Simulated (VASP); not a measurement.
# NiO (Pm-3m) in VASP: a series of runs

NiO is run at these levels: PBE; tasks: single point.

Program: VASP 6.6.1. These are calculated values, not measurements. Logs are shortened: lines on timing, memory, paths and dates and some standing lists are left out, and cuts for length are marked.

## (1) The cell of the first run

The structure is cubic, space group Pm-3m (No. 221). Conventional cell: a = 2.505 Å, b = 2.505 Å, c = 2.505 Å, α = 90.00°, β = 90.00°, γ = 90.00°. Ni (site symmetry m-3m) has 8 O at 2.17 Å and 6 Ni at 2.50 Å within 2.9 Å. O (site symmetry m-3m) has 8 Ni at 2.17 Å and 6 O at 2.50 Å within 2.9 Å.

## (2) Single point, PBE, collinear spin, ferromagnetic start

INCAR

```
SYSTEM = NiO
PREC = Accurate
ENCUT = 520
EDIFF = 1E-7
ISMEAR = -1
SIGMA = 0.05
LREAL = .FALSE.
LASPH = .TRUE.
NELM = 150
ALGO = Normal
ISIF = 2
LWAVE = .FALSE.
LCHARG = .FALSE.
ISPIN = 2
MAGMOM = 2 0
LORBIT = 11
NUPDOWN = 2.0
LMAXMIX = 4
GGA = PE
NBANDS = 19
```

KPOINTS

```
Automatic mesh
0
G
  9 9 9
  0 0 0
```

POSCAR

```
NiO
1.0
    2.5046153800      0.0000000000      0.0000000000
    0.0000000000      2.5046153800      0.0000000000
    0.0000000000      0.0000000000      2.5046153800
Ni O
1 1
Direct
    0.0000000000      0.0000000000      0.0000000000
    0.5000000000      0.5000000000      0.5000000000
```

Potentials or basis: VASP PAW PBE potentials, release 64 (Ni, O).

Started as:

```sh
$ cat potpaw_PBE.64/Ni/POTCAR potpaw_PBE.64/O/POTCAR > POTCAR
$ mpirun -np 1 vasp_std > vasp.out
```

OUTCAR:

```text
SYSTEM = NiO
   PREC = Accurate
   ENCUT = 520
   EDIFF = 1E-7
   ISMEAR = -1
   LREAL = .FALSE.
   LASPH = .TRUE.
   NELM = 150
   ISIF = 2
   ISPIN = 2
   LORBIT = 11
   NUPDOWN = 2.0
   GGA = PE

 ion  position               nearest neighbor table
   1  0.000  0.000  0.000-   2 2.17   2 2.17   2 2.17   2 2.17   2 2.17   2 2.17   2 2.17   2 2.17

   2  0.500  0.500  0.500-   1 2.17   1 2.17   1 2.17   1 2.17   1 2.17   1 2.17   1 2.17   1 2.17

  LATTYP: Found a simple cubic cell.
 ALAT       =     2.5046153800

  Lattice vectors:

 A1 = (   2.5046153800,   0.0000000000,   0.0000000000)
 A2 = (   0.0000000000,   2.5046153800,   0.0000000000)
 A3 = (   0.0000000000,   0.0000000000,   2.5046153800)

Analysis of symmetry for initial positions (statically):
=====================================================================
 Subroutine PRICEL returns:
 Original cell was already a primitive cell.

 Routine SETGRP: Setting up the symmetry group for a
 simple cubic supercell.

 Subroutine GETGRP returns: Found 48 space group operations
 (whereof 48 operations were pure point group operations)
 out of a pool of 48 trial point group operations.

The static configuration has the point symmetry O_h .

Analysis of symmetry for dynamics (positions and initial velocities):
=====================================================================
 Subroutine PRICEL returns:
 Original cell was already a primitive cell.

 Routine SETGRP: Setting up the symmetry group for a
 simple cubic supercell.

 Subroutine GETGRP returns: Found 48 space group operations
 (whereof 48 operations were pure point group operations)
 out of a pool of 48 trial point group operations.

The dynamic configuration has the point symmetry O_h .

Analysis of structural, dynamic, and magnetic symmetry:
=====================================================================
 Subroutine PRICEL returns:
 Original cell was already a primitive cell.

 Routine SETGRP: Setting up the symmetry group for a
 simple cubic supercell.

 Subroutine GETGRP returns: Found 48 space group operations
 (whereof 48 operations were pure point group operations)
 out of a pool of 48 trial point group operations.

The overall configuration has the point symmetry O_h .

 Subroutine INISYM returns: Found 48 space group operations
 (whereof 48 operations are pure point group operations),
 and found     1 'primitive' translations

----------------------------------------------------------------------------------------

                                     Primitive cell

  volume of cell :      15.7117

  direct lattice vectors                    reciprocal lattice vectors
     2.504615380  0.000000000  0.000000000     0.399262900  0.000000000  0.000000000
     0.000000000  2.504615380  0.000000000     0.000000000  0.399262900  0.000000000
     0.000000000  0.000000000  2.504615380     0.000000000  0.000000000  0.399262900

  length of vectors
     2.504615380  2.504615380  2.504615380     0.399262900  0.399262900  0.399262900

  position of ions in fractional coordinates (direct lattice)
[... 8 lines left out ...]
----------------------------------------------------------------------------------------

 KPOINTS: Automatic mesh

Automatic generation of k-mesh.
 Grid dimensions read from file:
 generate k-points for:    9    9    9

 Generating k-lattice:

  Cartesian coordinates                     Fractional coordinates (reciprocal lattice)
     0.044362544  0.000000000  0.000000000     0.111111111  0.000000000  0.000000000
     0.000000000  0.044362544  0.000000000     0.000000000  0.111111111  0.000000000
     0.000000000  0.000000000  0.044362544     0.000000000  0.000000000  0.111111111

  Length of vectors
     0.044362544  0.044362544  0.044362544

  Shift w.r.t. Gamma in fractional coordinates (k-lattice)
     0.000000000  0.000000000  0.000000000

 Subroutine IBZKPT returns following result:
 ===========================================

 Found     35 irreducible k-points:

 Following reciprocal coordinates:
            Coordinates               Weight
  0.000000  0.000000  0.000000      1.000000
  0.111111  0.000000  0.000000      6.000000
  0.222222  0.000000  0.000000      6.000000
  0.333333  0.000000  0.000000      6.000000
  0.444444  0.000000  0.000000      6.000000
  0.111111  0.111111  0.000000     12.000000
[... 16 lines left out ...]
  0.333333  0.333333  0.111111     24.000000
  0.444444  0.333333  0.111111     48.000000
 [... further k-points ...]
   k-points           NKPTS =     35   k-points in BZ     NKDIM =     35   number of bands    NBANDS=     19
   number of dos      NEDOS =    301   number of ions     NIONS =      2
   total plane-waves  NPLWV =   8000
   dimension x,y,z NGX =    20 NGY =   20 NGZ =   20
   dimension x,y,z NGXF=    40 NGYF=   40 NGZF=   40
   ions per type =               1   1
   NGX,Y,Z   is equivalent  to a cutoff of  13.28, 13.28, 13.28 a.u.
   NGXF,Y,Z  is equivalent  to a cutoff of  26.55, 26.55, 26.55 a.u.
 SYSTEM =  NiO
   PREC   = accura    normal or accurate (medium, high low for compatibility)
   ISTART =      0    job   : 0-new  1-cont  2-samecut
   ICHARG =      2    charge: 1-file 2-atom 10-const
   ISPIN  =      2    spin polarized calculation?
   LNONCOLLINEAR =      F non collinear calculations
   LSORBIT =      F    spin-orbit coupling
   LASPH  =      T    aspherical Exc in radial PAW
   ENCUT  =  520.0 eV  38.22 Ry    6.18 a.u.   4.66  4.66  4.66*2*pi/ulx,y,z
   NELM   =    150;   NELMIN=  2; NELMDL= -5     # of ELM steps
   EDIFF  = 0.1E-06   stopping-criterion for ELM
   LREAL  =      F    real-space projection
   EDIFFG = 0.1E-05   stopping-criterion for IOM
   NSW    =      0    number of steps for IOM
   IBRION =     -1    ionic relax: 0-MD 1-quasi-New 2-CG
   NFREE  =      0    steps in history (QN), initial steepest desc. (CG)
   ISIF   =      2    stress and relaxation
   ISYM   =      2    0-nonsym 1-usesym 2-fastsym
   POTIM  = 0.5000    time-step for ionic-motion
   TEBEG  =    0.0;   TEEND  =   0.0 temperature during run
   PSTRESS=    0.0 pullay stress
   NELECT =      16.0000    total number of electrons
   NUPDOWN=       2.0000    fix difference up-down
   EMIN   =  10.00;   EMAX   =-10.00  energy-range for DOS
   EFERMI =   0.00;   METHOD = LEGACY
   ISMEAR =    -1;   SIGMA  =   0.05  broadening in eV -4-tet -1-fermi 0-gaus
   EFERMI_NEDOS =   21; number of points for ismear=-14 and -15
   IALGO  =     38    algorithm
   IMIX   =      4    mixing-type and parameters
     AMIX     =   0.40;   BMIX     =  1.00
     AMIX_MAG =   1.60;   BMIX_MAG =  1.00
  volume/ion in A,a.u.               =       7.86        53.01
  Fermi-wavevector in a.u.,A,eV,Ry     =   1.647051  3.112476 36.909583  2.712778
  Thomas-Fermi vector in A             =   2.736576
   LORBIT       =     11    0 simple, 1 ext, 2 COOP (PROOUT), +10 PAW based schemes
   GGA     = PE    functional components
   LHFCALC =     F    Hartree Fock is set to
   AEXX    =    0.0000 exact exchange contribution
   IVDW    =     0    specifies the selected vdW correction
   LEPSILON=     F    determine dielectric tensor
   LRPA    =     F    only Hartree local field effects (RPA)
 spin polarized calculation
  energy-cutoff  :      520.00
  volume of cell :       15.71
 maximum number of plane-waves:       441
 NGX is ok and might be reduce to    20
   NGX =  9   NGY =  9   NGZ =  9

 number of electron      15.9999994 magnetization       2.0000000

 Free energy of the ion-electron system (eV)
  ---------------------------------------------------
  ext. energy  EPLUGINS =         0.00000000
  ---------------------------------------------------
  free energy    TOTEN  =       -10.29609536 eV

  energy without entropy =      -10.28026850  energy(sigma->0) =      -10.28818193

 E-fermi :   9.6932     XC(G=0): -13.7190

 val. band max:        9.7834269483   @ k =   0.4444   0.4444   0.4444
 cond. band min:       9.7114147849   @ k =   0.4444   0.1111   0.0000
 fundamental gap:     -0.0720121634
 Fermi energy:        10.7339319130

 spin component 1

 k-point     1 :       0.0000    0.0000    0.0000
  band No.  band energies     occupation
      1     -11.5730      1.00000
      2       5.4616      1.00000
      3       5.4616      1.00000
      4       6.7438      1.00000
      5       6.7438      1.00000
      6       6.7438      1.00000
[... 11 lines left out ...]
     18      44.1632      0.00000
     19      45.7764      0.00000

 k-point     2 :       0.1111    0.0000    0.0000
  band No.  band energies     occupation
      1     -11.4211      1.00000
      2       4.8235      1.00000
      3       5.5051      1.00000
      4       6.3588      1.00000
      5       6.3588      1.00000
      6       6.6476      1.00000
[... 11 lines left out ...]
     18      42.3689      0.00000
     19      45.7881      0.00000

 k-point     3 :       0.2222    0.0000    0.0000
  band No.  band energies     occupation
      1     -11.0054      1.00000
      2       3.1198      1.00000
      3       5.6171      1.00000
      4       5.8061      1.00000
      5       5.8061      1.00000
      6       7.0918      1.00000
[... 11 lines left out ...]
     18      41.3600      0.00000
     19      45.8201      0.00000

 k-point     4 :       0.3333    0.0000    0.0000
  band No.  band energies     occupation
      1     -10.4645      1.00000
      2       1.4257      1.00000
      3       5.3786      1.00000
      4       5.3786      1.00000
      5       5.7474      1.00000
      6       7.7790      1.00000
[... 407 lines left out ...]
     18      43.2128      0.00000
     19      45.4002      0.00000

 k-point    23 :       0.3333    0.3333    0.1111
  band No.  band energies     occupation
      1      -9.5807      1.00000
      2       2.5210      1.00000
      3       3.2008      1.00000
      4       5.5836      1.00000
      5       6.4576      1.00000
      6       7.2823      1.00000
[... 11 lines left out ...]
     18      42.2365      0.00000
     19      45.8107      0.00000

 k-point    24 :       0.4444    0.3333    0.1111
  band No.  band energies     occupation
      1      -9.3149      1.00000
      2       2.0870      1.00000
      3       3.2861      1.00000
      4       5.8641      1.00000
      5       6.3980      1.00000
      6       7.1735      1.00000
[... 11 lines left out ...]
     18      41.6917      0.00000
     19      48.6951      0.00000

 [... further k-points ...]

 spin component 2

 k-point     1 :       0.0000    0.0000    0.0000
  band No.  band energies     occupation
      1     -10.8248      1.00000
      2       6.6003      1.00000
      3       6.6003      1.00000
      4       7.6688      1.00000
      5       7.6688      1.00000
      6       7.6688      1.00000
[... 11 lines left out ...]
     18      44.1242      0.00000
     19      46.1412      0.00000

 k-point     2 :       0.1111    0.0000    0.0000
  band No.  band energies     occupation
      1     -10.6641      1.00000
      2       5.7336      1.00000
      3       6.6515      1.00000
      4       7.4102      1.00000
      5       7.4102      1.00000
      6       7.7271      1.00000
[... 11 lines left out ...]
     18      42.4991      0.00000
     19      46.1416      0.00000

 k-point     3 :       0.2222    0.0000    0.0000
  band No.  band energies     occupation
      1     -10.2221      1.00000
      2       3.8259      1.00000
      3       6.7836      1.00000
      4       6.9430      1.00000
      5       6.9430      1.00000
      6       8.3152      1.00000
[... 11 lines left out ...]
     18      41.5893      0.00000
     19      46.1430      0.00000

 k-point     4 :       0.3333    0.0000    0.0000
  band No.  band energies     occupation
      1      -9.6412      1.00000
      2       2.0148      1.00000
      3       6.5479      1.00000
      4       6.5479      1.00000
      5       6.9380      1.00000
      6       9.1290      0.99999
[... 407 lines left out ...]
     18      43.6112      0.00000
     19      45.6778      0.00000

 k-point    23 :       0.3333    0.3333    0.1111
  band No.  band energies     occupation
      1      -8.6907      1.00000
      2       3.2068      1.00000
      3       3.9195      1.00000
      4       6.6693      1.00000
      5       7.6828      1.00000
      6       8.8300      1.00000
[... 11 lines left out ...]
     18      42.6803      0.00000
     19      45.9985      0.00000

 k-point    24 :       0.4444    0.3333    0.1111
  band No.  band energies     occupation
      1      -8.4002      1.00000
      2       2.7077      1.00000
      3       4.0573      1.00000
      4       6.9418      1.00000
      5       7.5863      1.00000
      6       8.7860      1.00000
[... 11 lines left out ...]
     18      41.8280      0.00000
     19      48.8895      0.00000

 [... further k-points ...]

------------------------ aborting loop because EDIFF is reached ----------------------------------------

  FORCE on cell =-STRESS in cart. coord.  units (eV):
  Direction    XX          YY          ZZ          XY          YZ          ZX
  --------------------------------------------------------------------------------------
  -------------------------------------------------------------------------------------
  Total        3.2245732      3.2245732      3.2245732     -0.0000000     -0.0000000      0.0000000
  in kB      328.8211088    328.8211088    328.8211088     -0.0000000     -0.0000000      0.0000000
  external PRESSURE =     328.8211088 kB  Pullay stress =       0.0000000 kB

 VOLUME and BASIS-vectors are now :
 -----------------------------------------------------------------------------
  energy-cutoff  :      520.00
  volume of cell :       15.71
      direct lattice vectors                 reciprocal lattice vectors
     2.504615380  0.000000000  0.000000000     0.399262900  0.000000000  0.000000000
     0.000000000  2.504615380  0.000000000     0.000000000  0.399262900  0.000000000
     0.000000000  0.000000000  2.504615380     0.000000000  0.000000000  0.399262900

 POSITION                                       TOTAL-FORCE (eV/Angst)
 -----------------------------------------------------------------------------------
      0.00000      0.00000      0.00000         0.000000      0.000000      0.000000
      1.25231      1.25231      1.25231         0.000000      0.000000      0.000000
 -----------------------------------------------------------------------------------
    total drift:                                0.000000      0.000000      0.000000

  FREE ENERGIE OF THE ION-ELECTRON SYSTEM (eV)
  ---------------------------------------------------
  free  energy   TOTEN  =       -10.2960953640 eV

  energy  without entropy=      -10.2802685013  energy(sigma->0) =      -10.28818193

 total charge

# of ion       s       p       d       tot
------------------------------------------
    1        0.352   0.454   8.322   9.127
    2        1.597   3.362   0.000   4.958
--------------------------------------------------
tot          1.948   3.815   8.322  14.086

 magnetization (x)

# of ion       s       p       d       tot
------------------------------------------
    1       -0.013  -0.008   1.454   1.433
    2        0.011   0.508   0.000   0.519
--------------------------------------------------
tot         -0.001   0.500   1.454   1.952
```

Wall time 37 s (1 thread of Intel Xeon 8259CL, shared host); peak memory 0.14 GiB.

Results:

```yaml
Free_energy: -10.2961 eV
Pressure: 32.9 GPa
Net_moment: 2.00 μB per cell
Site_moments: Ni +1.43; O +0.52 μB
Valence_electrons_inside_the_program's_atomic_spheres: Ni 9.13; O 4.96
```

Caveat: the total moment is fixed, so each spin has its own Fermi level; a cell with one magnetic atom can't hold antiferromagnetic order, which such compounds often take.

## (3) Single point, PBE, collinear spin, ferromagnetic start

INCAR

```
ALGO     = Normal         # electronic algorithm
EDIFF    = 1E-7           # SCF threshold, eV
ENCUT    = 520            # plane-wave cutoff, eV
GGA      = PE             # functional
ISIF     = 2              # what is computed and relaxed
ISMEAR   = -1             # smearing method
ISPIN    = 2              # spin polarisation
LASPH    = True           # aspherical terms in the spheres
LCHARG   = True           # write CHGCAR
LELF     = True           # ELF
LMAXMIX  = 4              # l up to which the mixer works
LORBIT   = 11             # projections on sites
LREAL    = False          # projectors in reciprocal space
LVHAR    = True         
LWAVE    = False          # write WAVECAR
MAGMOM   = 1 0            # initial moments
NBANDS   = 19             # bands
NELM     = 150            # most SCF steps
PREC     = Accurate       # precision mode
SIGMA    = 0.05           # smearing width, eV
```

KPOINTS

```
k-points
0
Gamma
  11 11 11
```

POSCAR is that of step 2.

Potentials or basis: VASP PAW PBE potentials, release 64 (Ni, O).

Started as:

```sh
$ cat potpaw_PBE.64/Ni/POTCAR potpaw_PBE.64/O/POTCAR > POTCAR
$ mpirun -np 1 vasp_std > vasp.out
```

Wall time 2.2 min (1 thread of Intel Xeon 8259CL, shared host); peak memory 0.15 GiB.

It converged, with:

* Free energy: -10.3372 eV
* Pressure: 25.1 GPa
* Net moment: 0.73 μB per cell
* Site moments: Ni +0.56; O +0.15 μB
* Valence electrons inside the program's atomic spheres: Ni 9.17; O 4.92

Levels at points of the mesh, in eV from the Fermi level:
Spin up:
```
           k point  band 7  band 8  band 9  band 10  band 11  band 12
(0.00, 0.00, 0.00)   -1.25   -1.25   -1.25     1.80    16.65    16.65
```
Spin down:
```csv
k point,band 6,band 7,band 8,band 9,band 10,band 11
"(0.00, 0.00, 0.00)",-2.76,-0.57,-0.57,-0.57,1.97,16.77
```

Caveat: a cell with one magnetic atom can't hold antiferromagnetic order, which such compounds often take; semilocal functionals often make such compounds metallic where correlation or magnetic order opens a gap, which also shifts bond lengths. With open d or f shells a metallic result of PBE can be an artefact of self-interaction; +U or a hybrid may open a gap.

## (4) Single point, PBE, collinear spin, ferromagnetic start

INCAR

```
PREC = Accurate
ENCUT = 520
EDIFF = 1E-7
ISMEAR = -1
SIGMA = 0.05
LREAL = False
LASPH = True
NELM = 150
ALGO = Normal
ISIF = 2
LWAVE = False
LCHARG = True
ISPIN = 2
MAGMOM = -0.88 0
LORBIT = 11
LMAXMIX = 4
GGA = PE
LELF = True
LVHAR = True
NBANDS = 19
```

KPOINTS

```
regular mesh
0
Gamma
  11 11 11
```

POSCAR is that of step 3.

Started as:

```sh
$ cat potpaw_PBE.64/Ni/POTCAR potpaw_PBE.64/O/POTCAR > POTCAR
$ mpirun -np 1 vasp_std > vasp.out
```

Run time: 2.3 min. Hardware: 1 thread of Intel Xeon 8259CL, shared host; peak memory 0.15 GiB.

The run converged. Its results:

- Free energy: -10.3372 eV
- Pressure: 25.1 GPa
- Net moment: -0.71 μB per cell
- Site moments: Ni -0.55; O -0.15 μB
- Valence electrons inside the program's atomic spheres: Ni 9.17; O 4.92

Levels at points of the mesh, in eV from the Fermi level:
Spin up:
```tsv
k point	band 4	band 5	band 6	band 7	band 8	band 9	band 10	band 11	band 12	band 13
(0.00, 0.00, 0.00)	-2.77	-2.77	-2.77	-0.58	-0.58	-0.58	1.96	16.77	16.77	22.32
```
Spin down:
| k point | band 7 | band 8 | band 9 | band 10 | band 11 | band 12 |
| --- | --- | --- | --- | --- | --- | --- |
| (0.00, 0.00, 0.00) | -1.24 | -1.24 | -1.24 | 1.80 | 16.65 | 16.65 |

Caveat: a cell with one magnetic atom can't hold antiferromagnetic order, which such compounds often take; semilocal functionals often make such compounds metallic where correlation or magnetic order opens a gap, which also shifts bond lengths. With open d or f shells a metallic result of PBE can be an artefact of self-interaction; +U or a hybrid may open a gap.
